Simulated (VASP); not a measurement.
# Ti2SiGe2 (P-3m1) in VASP: a series of runs, part 2 of 2

VASP 6.6.1. The steps go on from the part before.

## Step 3: Relaxation of cell and atoms, PBE

This run uses another cell than the first one, of 15.80 Å³/atom.

Contents of INCAR:

```
ALGO = Normal
EDIFF = 1E-7
EDIFFG = -0.04
ENCUT = 600
GGA = PE
IBRION = 2
ISIF = 3
ISMEAR = 0
LASPH = True
LCHARG = False
LREAL = False
LWAVE = False
NELM = 100
NSW = 90
PREC = Accurate
SIGMA = 0.1
```

Contents of KPOINTS:

```
k-points
0
Gamma
  6 6 4
```

Contents of POSCAR:

```
Ti2SiGe2
1.0
    3.6212591000      0.0000000000      0.0000000000
   -1.8106295500      3.1361023700      0.0000000000
    0.0000000000      0.0000000000      6.9545472000
Ti Si Ge
2 1 2
Direct
    0.3333333300      0.6666666700      0.0463574200
    0.6666666700      0.3333333300      0.9536425800
    0.0000000000      0.0000000000      0.0000000000
    0.0000000000      0.0000000000      0.3679702900
    0.0000000000      0.0000000000      0.6320297100
```

Potentials or basis: VASP PAW PBE potentials, release 64 (Ti_sv, Si, Ge_d).

On the command line:

```
> cat potpaw_PBE.64/Ti_sv/POTCAR potpaw_PBE.64/Si/POTCAR potpaw_PBE.64/Ge_d/POTCAR > POTCAR
> mpirun -np 1 vasp_std > vasp.out
```

OUTCAR:

```text
EDIFF = 1E-7
   EDIFFG = -0.04
   ENCUT = 600
   GGA = PE
   IBRION = 2
   ISIF = 3
   ISMEAR = 0
   LASPH = True
   LREAL = False
   NELM = 100
   NSW = 90
   PREC = Accurate

 ion  position               nearest neighbor table
   1  0.333  0.667  0.046-   3 2.12   3 2.12   3 2.12   2 2.19   2 2.19   2 2.19
   2  0.667  0.333  0.954-   3 2.12   3 2.12   3 2.12   1 2.19   1 2.19   1 2.19
   3  0.000  0.000  0.000-   1 2.12   2 2.12   1 2.12   2 2.12   2 2.12   1 2.12   4 2.56   5 2.56

   4  0.000  0.000  0.368-   5 1.84   3 2.56
   5  0.000  0.000  0.632-   4 1.84   3 2.56

  LATTYP: Found a hexagonal cell.
 ALAT       =     3.6212591000
 C/A-ratio  =     1.9204776593

  Lattice vectors:

 A1 = (   3.6212591000,   0.0000000000,   0.0000000000)
 A2 = (  -1.8106295500,   3.1361023700,   0.0000000000)
 A3 = (   0.0000000000,   0.0000000000,   6.9545472000)

Analysis of symmetry for initial positions (statically):
=====================================================================
 Subroutine PRICEL returns:
 Original cell was already a primitive cell.

 Routine SETGRP: Setting up the symmetry group for a
 hexagonal supercell.

 Subroutine GETGRP returns: Found 12 space group operations
 (whereof 12 operations were pure point group operations)
 out of a pool of 24 trial point group operations.

The static configuration has the point symmetry D_3d.

Analysis of symmetry for dynamics (positions and initial velocities):
=====================================================================
 Subroutine PRICEL returns:
 Original cell was already a primitive cell.

 Routine SETGRP: Setting up the symmetry group for a
 hexagonal supercell.

 Subroutine GETGRP returns: Found 12 space group operations
 (whereof 12 operations were pure point group operations)
 out of a pool of 24 trial point group operations.

The dynamic configuration has the point symmetry D_3d.

 Subroutine INISYM returns: Found 12 space group operations
[... 114 lines left out ...]
   NUPDOWN=      -1.0000    fix difference up-down
   EMIN   =  10.00;   EMAX   =-10.00  energy-range for DOS
   EFERMI =   0.00;   METHOD = LEGACY
   ISMEAR =     0;   SIGMA  =   0.10  broadening in eV -4-tet -1-fermi 0-gaus
   EFERMI_NEDOS =   21; number of points for ismear=-14 and -15
   IALGO  =     38    algorithm
   IMIX   =      4    mixing-type and parameters
     AMIX     =   0.40;   BMIX     =  1.00
     AMIX_MAG =   1.60;   BMIX_MAG =  1.00
  volume/ion in A,a.u.               =      15.80       106.60
  Fermi-wavevector in a.u.,A,eV,Ry     =   1.459815  2.758651 28.994846  2.131061
  Thomas-Fermi vector in A             =   2.576338
   LORBIT       =      0    0 simple, 1 ext, 2 COOP (PROOUT), +10 PAW based schemes
   GGA     = PE    functional components
   LHFCALC =     F    Hartree Fock is set to
   AEXX    =    0.0000 exact exchange contribution
   IVDW    =     0    specifies the selected vdW correction
   LEPSILON=     F    determine dielectric tensor
   LRPA    =     F    only Hartree local field effects (RPA)
 conjugate gradient relaxation of ions
 non-spin polarized calculation
 Gauss-broadening in eV      SIGMA  =   0.10
  energy-cutoff  :      600.00
  volume of cell :       78.98
 maximum number of plane-waves:      2664
 NGX is ok and might be reduce to    30
   NGX = 15   NGY = 15   NGZ = 27

--------------------------------------- Ionic step        1  -------------------------------------------

 number of electron      55.9999988 magnetization

 Free energy of the ion-electron system (eV)
  ---------------------------------------------------
  ext. energy  EPLUGINS =         0.00000000
  ---------------------------------------------------
  free energy    TOTEN  =       -16.58775176 eV

  energy without entropy =      -16.56612357  energy(sigma->0) =      -16.57693766

------------------------ aborting loop because EDIFF is reached ----------------------------------------

  FORCE on cell =-STRESS in cart. coord.  units (eV):
  Direction    XX          YY          ZZ          XY          YZ          ZX
  --------------------------------------------------------------------------------------
  -------------------------------------------------------------------------------------
  Total       39.8043698     39.8043697     30.9393239      0.0000000      0.0000000     -0.0000000
  in kB      807.4630269    807.4630247    627.6285805      0.0000000      0.0000000     -0.0000000
  external PRESSURE =     747.5182107 kB  Pullay stress =       0.0000000 kB
[... 2714 lines left out ...]
     32      12.3002      0.00000
     33      12.5703      0.00000

[... ionic steps 4 to 47 ...]

--------------------------------------- Ionic step       48  -------------------------------------------

 number of electron      56.0000064 magnetization

------------------------ aborting loop because EDIFF is reached ----------------------------------------
[... 73 lines left out ...]
--------------------------------------- Ionic step       50  -------------------------------------------

 number of electron      56.0000065 magnetization

 Free energy of the ion-electron system (eV)
  ---------------------------------------------------
  ext. energy  EPLUGINS =         0.00000000
  ---------------------------------------------------
  free energy    TOTEN  =       -31.15526944 eV

  energy without entropy =      -31.14377571  energy(sigma->0) =      -31.14952257

 E-fermi :   8.5129     XC(G=0): -11.5680

 val. band max:        8.4185366827   @ k =   0.1667   0.0000   0.5000
 cond. band min:       8.5518326925   @ k =   0.1667   0.0000   0.5000
 fundamental gap:      0.1332960098
 Fermi energy:         8.5128983027
[... 894 lines left out ...]
  FREE ENERGIE OF THE ION-ELECTRON SYSTEM (eV)
  ---------------------------------------------------
  free  energy   TOTEN  =       -31.1552694388 eV

  energy  without entropy=      -31.1437757080  energy(sigma->0) =      -31.14952257

 reached required accuracy - stopping structural energy minimisation
```

CONTCAR:

```text
Ti2SiGe2
   1.00000000000000
     2.9925136632267626   -0.0000000000000000    0.0000000000000000
    -1.4962568316133813    2.5915928520948972    0.0000000000000001
     0.0000000000000000    0.0000000000000005   10.6548684062607535
  Ti              Si              Ge
     2     1     2
Direct
     0.3333333300000021    0.6666666699999979    0.1932720796961152
     0.6666666699999979    0.3333333300000021    0.8067279203038853
     0.0000000000000000    0.0000000000000000    0.0000000000000000
     0.0000000000000000    0.0000000000000000    0.3836274206464033
     0.0000000000000000    0.0000000000000000    0.6163725793535969

  0.00000000E+00  0.00000000E+00  0.00000000E+00
  0.00000000E+00  0.00000000E+00  0.00000000E+00
  0.00000000E+00  0.00000000E+00  0.00000000E+00
  0.00000000E+00  0.00000000E+00  0.00000000E+00
  0.00000000E+00  0.00000000E+00  0.00000000E+00
```

Run time: 31 min. Hardware: 1 thread of Intel Xeon 6975P-C (Granite Rapids), shared host; peak memory 0.27 GiB.

Results:

```yaml
Free_energy: -31.1553 eV
Relaxed_volume: 16.53 Å³/atom
Relaxed_cell: a = 2.993 Å, b = 2.993 Å, c = 10.655 Å, α = 90.00°, β = 90.00°, γ = 120.00°
Space_group_after_relaxing_to_0.1_Å: P-3m1 (No. 164)
Pressure_after_relaxing: -0.1 GPa
Largest_force_after_relaxing: 0.027 eV/Å
Band_gap_on_the_k_mesh: zero (bands 28 and 29 overlap by 3.17 eV)
```

Forces on the atoms (eV/Å):
```
Ti   0.000  0.000  0.006
Ti   0.000  0.000 -0.006
Si   0.000  0.000  0.000
Ge   0.000  0.000 -0.027
Ge   0.000  0.000  0.027
```

Stress tensor (GPa, compression positive):
```
 0.04  0.00  0.00
 0.00  0.04  0.00
 0.00  0.00 -0.24
```

Final structure:
```
Ti Si Ge
1.0
     2.99251    0.00000    0.00000
    -1.49626    2.59159    0.00000
     0.00000    0.00000   10.65487
Ti Si Ge
2 1 2
Direct
  0.33333 0.66667 0.19327
  0.66667 0.33333 0.80673
  0.00000 0.00000 0.00000
  0.00000 0.00000 0.38363
  0.00000 0.00000 0.61637
```

Caveat: a cell axis changed by over 15 % at a fixed basis, so the end point is rough.

## Step 4: Relaxation of cell and atoms, PBE

Contents of INCAR:

```
PREC     = Accurate       # precision mode
ENCUT    = 600            # plane-wave cutoff, eV
EDIFF    = 1E-6           # SCF threshold, eV
ISMEAR   = 0              # smearing method
SIGMA    = 0.1            # smearing width, eV
LREAL    = False          # projectors in reciprocal space
LASPH    = True           # aspherical terms in the spheres
NELM     = 80             # most SCF steps
ALGO     = Normal         # electronic algorithm
ISIF     = 3              # what is computed and relaxed
LWAVE    = False          # write WAVECAR
LCHARG   = False          # write CHGCAR
GGA      = PE             # functional
IBRION   = 2              # ionic algorithm
NSW      = 100            # ionic steps
EDIFFG   = -0.01          # ionic threshold
```

Contents of KPOINTS:

```
Automatic mesh
0
Gamma
  12 12 4
```

Contents of POSCAR:

```
Ti2SiGe2
1.0
    2.9899148990      0.0000000000      0.0000000000
   -1.4949574495      2.5893422577      0.0000000000
    0.0000000000      0.0000000000     10.6919155831
Ti Si Ge
2 1 2
Direct
    0.3333333333      0.6666666667      0.1933599252
    0.6666666667      0.3333333333      0.8066400748
    0.0000000000      0.0000000000      0.0000000000
    0.0000000000      0.0000000000      0.3834906160
    0.0000000000      0.0000000000      0.6165093840
```

On the command line:

```
> cat potpaw_PBE.64/Ti_sv/POTCAR potpaw_PBE.64/Si/POTCAR potpaw_PBE.64/Ge_d/POTCAR > POTCAR
> mpirun -np 1 vasp_std > vasp.out
```

It took 6.5 min on 1 thread of Intel Xeon 6975P-C (Granite Rapids), shared host; peak memory 0.38 GiB.

The run converged. Its results:

| Item | Value |
| --- | --- |
| Free energy | -31.2241 eV |
| Relaxed volume | 16.52 Å³/atom |
| Relaxed cell | a = 2.976 Å, b = 2.976 Å, c = 10.771 Å, α = 90.00°, β = 90.00°, γ = 120.00° |
| Space group after relaxing (to 0.1 Å) | P-3m1 (No. 164) |
| Energy gained by relaxing | 0.7 meV/atom |
| Ionic steps | 8 |
| Pressure after relaxing | 0.0 GPa |
| Band gap on the k mesh | zero (bands 28 and 29 overlap by 3.11 eV) |

The path:
```tsv
step	energy change (eV)	largest force (eV/Å)	pressure (GPa)	volume (Å³)
1	0.0000	0.0227	0.10	82.78
2	-0.0031	0.0267	-0.24	82.90
3	-0.0032	0.0313	-0.30	82.92
4	-0.0035	0.0266	0.14	82.56
5	-0.0036	0.0275	0.05	82.62
6	-0.0036	0.0145	0.00	82.63
7	-0.0037	0.0142	-0.01	82.63
8	-0.0037	0.0017	0.04	82.62
```

Final structure:
```yaml
crystal:
  lattice:
    - [2.97606, 0.00000, 0.00000]
    - [-1.48803, 2.57734, 0.00000]
    - [0.00000, 0.00000, 10.77150]
  atoms:
    - { symbol: Ti, position: [0.33333, 0.66667, 0.19382] }
    - { symbol: Ti, position: [0.66667, 0.33333, 0.80618] }
    - { symbol: Si, position: [0.00000, 0.00000, 0.00000] }
    - { symbol: Ge, position: [0.00000, 0.00000, 0.38386] }
    - { symbol: Ge, position: [0.00000, 0.00000, 0.61615] }
```

Levels at points of the mesh, in eV from the Fermi level:
| k point | band 26 | band 27 | band 28 | band 29 | band 30 | band 31 |
| --- | --- | --- | --- | --- | --- | --- |
| (0.00, 0.00, 0.00) | 0.57 | 0.57 | 0.63 | 0.63 | 1.59 | 1.79 |
| (0.50, 0.00, 0.00) | -2.66 | -1.08 | -0.79 | 0.40 | 0.94 | 0.98 |
| (0.00, 0.00, 0.50) | 0.58 | 0.58 | 0.62 | 0.62 | 1.56 | 1.78 |
| (0.50, 0.00, 0.50) | -2.12 | -1.74 | -0.47 | 0.48 | 0.55 | 0.84 |

## Step 5: Overview

| task | cell | k mesh | cutoff (eV) | gap on the mesh (eV) | pressure (GPa) | relaxed volume (Å³/atom) | largest force (eV/Å) |
| --- | --- | --- | --- | --- | --- | --- | --- |
| single point | a = 2.977, b = 2.977, c = 10.768 Å, angles 90.0, 90.0, 120.0°, 5 atoms, atomic positions A | 12 × 12 × 4 | 520 | none | 0.0 | - | 0.01 |
| relaxation of cell and atoms | relaxed from a = 3.621, b = 3.621, c = 6.955 Å, angles 90.0, 90.0, 120.0°, 5 atoms, atomic positions B | 6 × 6 × 4 | 600 | none | -0.1 | 16.53 | 0.03 |
| relaxation of cell and atoms | relaxed from a = 2.990, b = 2.990, c = 10.692 Å, angles 90.0, 90.0, 120.0°, 5 atoms, atomic positions A | 12 × 12 × 4 | 600 | none | 0.0 | 16.52 | - |

Alike in all rows: level PBE; potentials or basis VASP PAW PBE potentials, release 64 (Ti_sv, Si, Ge_d); no spin polarisation; smearing gaussian 0.1 eV.

Caveats: a cell axis changed by over 15 % at a fixed basis, so the end point is rough (at least some runs).

Total energies depend on the potentials used, so only differences within one code and one set of settings carry meaning.
